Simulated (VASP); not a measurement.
# SnO2 (R-3m) in VASP: further runs

The runs below take SnO2 through single point, with LDA.

All numbers are computed with VASP 6.6.1; they aren't measurements. Logs are shortened: lines on timing, memory, paths and dates and some standing lists are left out, and cuts for length are marked.

## 1. The cell of the first run

It takes space group R-3m (No. 166, trigonal). The conventional cell has a = 3.234 Å, b = 3.234 Å, c = 15.158 Å, α = 90.00°, β = 90.00°, γ = 120.00°. Within 2.8 Å of Sn (site symmetry -3m) lie 6 O at 2.15 Å. O (site symmetry 3m) has 3 Sn at 2.15 Å within 2.8 Å.

## 2. Single point, LDA (strain +0.0525 x Voigt [0, 0, 1, 0, 0, 0])

INCAR reads:

```
ALGO = Normal ; EDIFF = 1E-6
ENCUT = 520 ; ISIF = 2
ISMEAR = 0 ; LASPH = T
LCHARG = T ; LELF = T
LREAL = F ; LVHAR = T
LWAVE = F ; NBANDS = 20
NELM = 80 ; PREC = Accurate
SIGMA = 0.05
```

KPOINTS reads:

```
k-points
0
Gamma
  12 12 12
```

POSCAR reads:

```
SnO2
1.0
    1.6170930752      0.9336291223      5.0526236947
   -1.6170930752      0.9336291223      5.0526236947
    0.0000000000     -1.8672582446      5.0526236947
Sn O
1 2
Direct
    0.5000000000      0.5000000000      0.5000000000
    0.2371700000      0.2371700000      0.2371700000
    0.7628300000      0.7628300000      0.7628300000
```

Potentials or basis: VASP PAW LDA potentials, release 64 (Sn_d, O).

Run with:

```sh
$ cat potpaw_LDA.64/Sn_d/POTCAR potpaw_LDA.64/O/POTCAR > POTCAR
$ mpirun -np 1 vasp_std > vasp.out
```

OUTCAR:

```text
EDIFF = 1E-6
   ENCUT = 520
   ISIF = 2
   ISMEAR = 0
   LASPH = T
   LREAL = F
   NELM = 80
   PREC = Accurate

 ion  position               nearest neighbor table
   1  0.500  0.500  0.500-   2 2.15   2 2.15   3 2.15   3 2.15   2 2.15   3 2.15
   2  0.237  0.237  0.237-   1 2.15   1 2.15   1 2.15
   3  0.763  0.763  0.763-   1 2.15   1 2.15   1 2.15

  LATTYP: Found a trigonal (rhomboedric) cell.
 ALAT       =     5.3866185638
 COS(alpha) =     0.8197531916

  Lattice vectors:

 A1 = (   1.6170930752,   0.9336291223,   5.0526236947)
 A2 = (  -1.6170930752,   0.9336291223,   5.0526236947)
 A3 = (   0.0000000000,  -1.8672582446,   5.0526236947)

Analysis of symmetry for initial positions (statically):
=====================================================================
 Subroutine PRICEL returns:
 Original cell was already a primitive cell.

 Routine SETGRP: Setting up the symmetry group for a
 trigonal (rhombohedral) supercell.

 Subroutine GETGRP returns: Found 12 space group operations
 (whereof 12 operations were pure point group operations)
 out of a pool of 12 trial point group operations.

The static configuration has the point symmetry D_3d.

Analysis of symmetry for dynamics (positions and initial velocities):
=====================================================================
 Subroutine PRICEL returns:
 Original cell was already a primitive cell.

 Routine SETGRP: Setting up the symmetry group for a
 trigonal (rhombohedral) supercell.

 Subroutine GETGRP returns: Found 12 space group operations
 (whereof 12 operations were pure point group operations)
 out of a pool of 12 trial point group operations.

The dynamic configuration has the point symmetry D_3d.

 Subroutine INISYM returns: Found 12 space group operations
 (whereof 12 operations are pure point group operations),
 and found     1 'primitive' translations

----------------------------------------------------------------------------------------

                                     Primitive cell

  volume of cell :      45.7697

  direct lattice vectors                    reciprocal lattice vectors
     1.617093075  0.933629122  5.052623695     0.309196797  0.178514854  0.065972325
    -1.617093075  0.933629122  5.052623695    -0.309196797  0.178514854  0.065972325
     0.000000000 -1.867258245  5.052623695     0.000000000 -0.357029708  0.065972325
[... 77 lines left out ...]
   PREC   = accura    normal or accurate (medium, high low for compatibility)
   ISTART =      0    job   : 0-new  1-cont  2-samecut
   ICHARG =      2    charge: 1-file 2-atom 10-const
   ISPIN  =      1    spin polarized calculation?
   LNONCOLLINEAR =      F non collinear calculations
   LSORBIT =      F    spin-orbit coupling
   LASPH  =      T    aspherical Exc in radial PAW
   ENCUT  =  520.0 eV  38.22 Ry    6.18 a.u.  10.02 10.02 10.02*2*pi/ulx,y,z
   NELM   =     80;   NELMIN=  2; NELMDL= -5     # of ELM steps
   EDIFF  = 0.1E-05   stopping-criterion for ELM
   LREAL  =      F    real-space projection
   EDIFFG = 0.1E-04   stopping-criterion for IOM
   NSW    =      0    number of steps for IOM
   IBRION =     -1    ionic relax: 0-MD 1-quasi-New 2-CG
   NFREE  =      0    steps in history (QN), initial steepest desc. (CG)
   ISIF   =      2    stress and relaxation
   ISYM   =      2    0-nonsym 1-usesym 2-fastsym
   POTIM  = 0.5000    time-step for ionic-motion
   TEBEG  =    0.0;   TEEND  =   0.0 temperature during run
   PSTRESS=    0.0 pullay stress
   NELECT =      26.0000    total number of electrons
   NUPDOWN=      -1.0000    fix difference up-down
   EMIN   =  10.00;   EMAX   =-10.00  energy-range for DOS
   EFERMI =   0.00;   METHOD = LEGACY
   ISMEAR =     0;   SIGMA  =   0.05  broadening in eV -4-tet -1-fermi 0-gaus
   EFERMI_NEDOS =   21; number of points for ismear=-14 and -15
   IALGO  =     38    algorithm
   IMIX   =      4    mixing-type and parameters
     AMIX     =   0.40;   BMIX     =  1.00
     AMIX_MAG =   1.60;   BMIX_MAG =  1.00
  volume/ion in A,a.u.               =      15.26       102.96
  Fermi-wavevector in a.u.,A,eV,Ry     =   1.355835  2.562156 25.011423  1.838288
  Thomas-Fermi vector in A             =   2.482889
   LORBIT       =      0    0 simple, 1 ext, 2 COOP (PROOUT), +10 PAW based schemes
   GGA     = CA    functional components
   LHFCALC =     F    Hartree Fock is set to
   AEXX    =    0.0000 exact exchange contribution
   IVDW    =     0    specifies the selected vdW correction
   LEPSILON=     F    determine dielectric tensor
   LRPA    =     F    only Hartree local field effects (RPA)
 non-spin polarized calculation
 Gauss-broadening in eV      SIGMA  =   0.05
  energy-cutoff  :      520.00
  volume of cell :       45.77
 maximum number of plane-waves:      1251
   NGX = 21   NGY = 21   NGZ = 21

 number of electron      26.0000006 magnetization

 Free energy of the ion-electron system (eV)
  ---------------------------------------------------
  ext. energy  EPLUGINS =         0.00000000
  ---------------------------------------------------
  free energy    TOTEN  =       -20.30613315 eV

  energy without entropy =      -20.30613315  energy(sigma->0) =      -20.30613315

 E-fermi :   2.6884     XC(G=0): -10.2686

 val. band max:        2.3567482084   @ k =  -0.1667   0.1667   0.0000
 cond. band min:       4.1512835303   @ k =   0.0000   0.0000   0.0000
 fundamental gap:      1.7945353218
 Fermi energy:         2.6883880191

 k-point     1 :       0.0000    0.0000    0.0000
  band No.  band energies     occupation
      1     -17.4566      2.00000
      2     -17.3408      2.00000
      3     -17.3408      2.00000
      4     -17.1577      2.00000
      5     -17.1577      2.00000
      6     -15.1570      2.00000
[... 541 lines left out ...]
     19      14.9532      0.00000
     20      16.1038      0.00000

 [... further k-points ...]
[... 5 lines left out ...]
  --------------------------------------------------------------------------------------
  -------------------------------------------------------------------------------------
  Total       -3.3611805     -3.3611805     -3.3218648     -0.0000000      0.0000000      0.0000000
  in kB     -117.6589047   -117.6589047   -116.2826521     -0.0000000      0.0000000      0.0000000
  external PRESSURE =    -117.2001538 kB  Pullay stress =       0.0000000 kB

 VOLUME and BASIS-vectors are now :
 -----------------------------------------------------------------------------
  energy-cutoff  :      520.00
  volume of cell :       45.77
      direct lattice vectors                 reciprocal lattice vectors
     1.617093075  0.933629122  5.052623695     0.309196797  0.178514854  0.065972325
    -1.617093075  0.933629122  5.052623695    -0.309196797  0.178514854  0.065972325
     0.000000000 -1.867258245  5.052623695     0.000000000 -0.357029708  0.065972325

 POSITION                                       TOTAL-FORCE (eV/Angst)
 -----------------------------------------------------------------------------------
      0.00000      0.00000      7.57894        -0.000000      0.000000     -0.000000
      0.00000      0.00000      3.59499         0.000000      0.000000     -1.268959
      0.00000      0.00000     11.56288         0.000000     -0.000000      1.268959
 -----------------------------------------------------------------------------------
    total drift:                                0.000000      0.000000      0.000000

  FREE ENERGIE OF THE ION-ELECTRON SYSTEM (eV)
  ---------------------------------------------------
  free  energy   TOTEN  =       -20.3061331500 eV

  energy  without entropy=      -20.3061331500  energy(sigma->0) =      -20.30613315
```

OSZICAR:

```text
N       E                     dE             d eps       ncg     rms          rms(c)
DAV:   1     0.253429555984E+03    0.25343E+03   -0.13880E+04  8000   0.186E+03
DAV:   2     0.668658190186E+01   -0.24674E+03   -0.23397E+03  8272   0.490E+02
DAV:   3    -0.221840296755E+02   -0.28871E+02   -0.28588E+02  8912   0.142E+02
DAV:   4    -0.230570597460E+02   -0.87303E+00   -0.87228E+00  8276   0.268E+01
DAV:   5    -0.230751905613E+02   -0.18131E-01   -0.18130E-01  9224   0.410E+00    0.101E+01
DAV:   6    -0.204210452794E+02    0.26541E+01   -0.11130E+01 11872   0.576E+01    0.448E+00
DAV:   7    -0.203539744802E+02    0.67071E-01   -0.67684E-01  7804   0.694E+00    0.202E+00
DAV:   8    -0.203103228808E+02    0.43652E-01   -0.90007E-02  8152   0.276E+00    0.457E-01
DAV:   9    -0.203059922466E+02    0.43306E-02   -0.90586E-03 11192   0.121E+00    0.859E-02
DAV:  10    -0.203061234947E+02   -0.13125E-03   -0.13926E-03  8060   0.314E-01    0.391E-02
DAV:  11    -0.203061340832E+02   -0.10589E-04   -0.41892E-05 11464   0.681E-02    0.210E-02
DAV:  12    -0.203061331500E+02    0.93322E-06   -0.65837E-06  8016   0.205E-02
   1 F= -.20306133E+02 E0= -.20306133E+02  d E =-.195488E-22
```

Run time: 12 min. Hardware: 1 thread of AMD EPYC 7R13, shared host; peak memory 0.28 GiB.

Results:

- Free energy: -20.3061 eV
- Pressure: -11.7 GPa
- Largest force: 1.269 eV/Å
- Band gap on the k mesh: 1.79 eV, indirect (least direct gap 1.92 eV)

Forces in eV/Å, atoms in the order of the input:
```
Sn   0.000  0.000  0.000
O    0.000  0.000 -1.269
O    0.000  0.000  1.269
```

Levels at points of the mesh, in eV from the valence-band top:
| k point | band 10 | band 11 | band 12 | band 13 | band 14 | band 15 | band 16 | band 17 |
| --- | --- | --- | --- | --- | --- | --- | --- | --- |
| (0.00, 0.00, 0.00) | -1.13 | -0.74 | -0.74 | -0.13 | 1.79 | 5.44 | 10.74 | 10.74 |
| (0.50, 0.00, 0.00) | -2.70 | -1.45 | -0.54 | -0.46 | 4.87 | 7.21 | 9.83 | 11.72 |
| (0.50, 0.50, 0.00) | -2.76 | -1.21 | -0.44 | -0.03 | 4.64 | 6.55 | 10.22 | 11.06 |
| (0.50, 0.50, 0.50) | -1.17 | -1.09 | -0.70 | -0.70 | 2.88 | 5.31 | 10.86 | 10.86 |

Caveat: the cell differs from its parent crystal (strain +0.0525 x Voigt [0, 0, 1, 0, 0, 0]); spin-orbit coupling is left out, which moves the levels of the heavy elements; forces of over 1 eV/Å act on the atoms, so gaps and moduli don't describe the material at rest.

(Part 1 of 2 ends here.)
